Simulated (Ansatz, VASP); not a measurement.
One calculation of NiO2, two programs

Contents of POSCAR:

```
NiO2
1.0
    2.7287113306      0.0000000000      0.0000000000
   -1.3643556653      2.3631333319      0.0000000000
    0.0000000000      0.0000000000     10.6095728518
Ni O
2 4
Direct
    0.0000000000      0.0000000000      0.0000000000
    0.0000000000      0.0000000000      0.5000000000
    0.6666666667      0.3333333333      0.0915931262
    0.6666666667      0.3333333333      0.4084068738
    0.3333333333      0.6666666667      0.9084068738
    0.3333333333      0.6666666667      0.5915931262
```

The input INCAR.step1:

```
SYSTEM = NiO2
  ALGO = Normal
  EDIFF = 1E-4
  ENCUT = 520
  GGA = PE
  ISMEAR = 0
  LASPH = .True.
  LCHARG = .False.
  LREAL = .False.
  LWAVE = .True.
  NBANDS = 31
  NELM = 80
  PREC = Accurate
  SIGMA = 0.05
```

The input INCAR.step2:

```
SYSTEM = NiO2
  ALGO = Normal
  EDIFF = 1E-7
  ENCUT = 520
  ISIF = 2
  ISMEAR = 0
  ISTART = 1
  LASPH = .True.
  LCHARG = .False.
  LMIXTAU = .True.
  LREAL = .False.
  LWAVE = .False.
  METAGGA = R2SCAN
  NBANDS = 31
  NELM = 80
  PREC = Accurate
  SIGMA = 0.05
```

File KPOINTS:

```
k-points
0
Gamma
  12 12 4
  0 0 0
```

Input for Ansatz:

```yaml
crystal:
  lattice:
    - [2.7287113306, 0.0, 0.0]
    - [-1.3643556653, 2.3631333319, 0.0]
    - [0.0, 0.0, 10.6095728518]
  atoms:
    - { symbol: Ni, position: [0.0, 0.0, 0.0] }
    - { symbol: Ni, position: [0.0, 0.0, 0.5] }
    - { symbol: O, position: [0.6666666667, 0.3333333333, 0.0915931262] }
    - { symbol: O, position: [0.6666666667, 0.3333333333, 0.4084068738] }
    - { symbol: O, position: [0.3333333333, 0.6666666667, 0.9084068738] }
    - { symbol: O, position: [0.3333333333, 0.6666666667, 0.5915931262] }
basis:
  ecutwfc: 500
kpoints:
  mp_grid: { grid: [12, 12, 4] }
hamiltonian:
  xc: r2scan
scf:
  occupations: { method: gaussian, width: 0.05 }
output:
  forces: true
  stress: true
  eigenvalues: true
```

Alike in both runs: task single point; functional r2SCAN; k mesh 12 × 12 × 4; occupations gaussian, width 0.05 eV; no spin polarisation.

```csv
,VASP,Ansatz
version,VASP 6.6.1,Ansatz 0.2.0
potentials or method,"VASP PAW PBE potentials, release 64 (Ni, O), cutoff 520 eV","scalar-relativistic, plane waves, PAW"
valence electrons in the cell,44,60
```

|  | VASP | Ansatz | Ansatz less VASP |
| --- | --- | --- | --- |
| gap on the k mesh at the Fermi level (eV) | 1.68 | 1.75 | +0.066 |
| least direct gap on the mesh (eV) | 1.88 | 1.94 | +0.065 |
| pressure (GPa) | 4.2 | 2.8 | -1.47 |
| traceless stress, the component that is largest in VASP (GPa) | -5.56 | -5.24 | +0.322 |
| rms of the force components (eV/Å) | 0.048 | 0.119 | +0.0713 |

VASP's potentials were made for PBE, not for r2SCAN. Atom by atom the forces differ by 0.071 eV/Å (rms over components). VASP's potentials hold 44 valence electrons a cell and Ansatz's 60, so a difference there can come from the potentials and not from the codes.
